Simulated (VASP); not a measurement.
Zr2Ta3O2: single point with PBE

The system is Zr2Ta3O2.

```xyz
7
Lattice="2.7140 1.5670 4.6823 -2.7140 1.5670 4.6823 0.0000 -3.1339 4.6823" Properties=species:S:1:pos:R:3 pbc="T T T"
Zr    0.0000    0.0000    2.0111
Zr    0.0000    0.0000   12.0357
Ta    0.0000    1.5670    4.6823
Ta   -1.3570   -0.7835    4.6823
Ta    1.3570   -0.7835    4.6823
O     0.0000    0.0000    7.0234
O     0.0000    0.0000    0.0000
```

The cell was built from a structure type or drawn by symmetry, and may not be a known phase.

* Program: VASP 6.6.1
* Task: single point
* Functional: PBE
* Potentials or basis: VASP PAW PBE potentials, release 64 (Zr_sv, Ta_pv, O)
* Cutoff: 600 eV
* k mesh: 4 × 4 × 4
* Occupations: gaussian, width 0.2 eV
* Spin: no spin polarisation

The pressure is 0.4 GPa. The largest force is 0.044 eV/Å and the band gap on the k mesh is zero (an odd number of electrons rules out a gap without spin polarisation).

Forces on the atoms (eV/Å):
```
Zr   0.000  0.000  0.044
Zr   0.000  0.000 -0.044
Ta   0.000  0.000  0.000
Ta   0.000  0.000  0.000
Ta   0.000  0.000  0.000
O    0.000  0.000  0.000
O    0.000  0.000  0.000
```

Stress tensor (GPa, compression positive):
```
0.22 0.00 0.00
0.00 0.22 0.00
0.00 0.00 0.79
```

Levels at points of the mesh, in eV from the Fermi level:
| k point | band 32 | band 33 | band 34 | band 35 | band 36 | band 37 |
| --- | --- | --- | --- | --- | --- | --- |
| (0.00, 0.00, 0.00) | -1.55 | -0.55 | -0.21 | -0.21 | 0.94 | 1.01 |
| (0.50, 0.00, 0.00) | -0.74 | -0.69 | -0.60 | 0.12 | 0.34 | 0.75 |
| (0.50, 0.50, 0.00) | -1.03 | -0.51 | -0.33 | -0.09 | -0.04 | 0.91 |
| (0.50, 0.50, 0.50) | -2.00 | -1.38 | 0.18 | 0.18 | 0.80 | 0.80 |

It took 3.7 min on 1 thread of Intel Xeon 8259CL, on a shared host, peak memory 0.36 GiB.

Caveat: spin-orbit coupling is left out, which moves the levels of the heavy elements; an odd number of electrons without spin polarisation forces a metal; a magnetic or distorted state may lie lower.
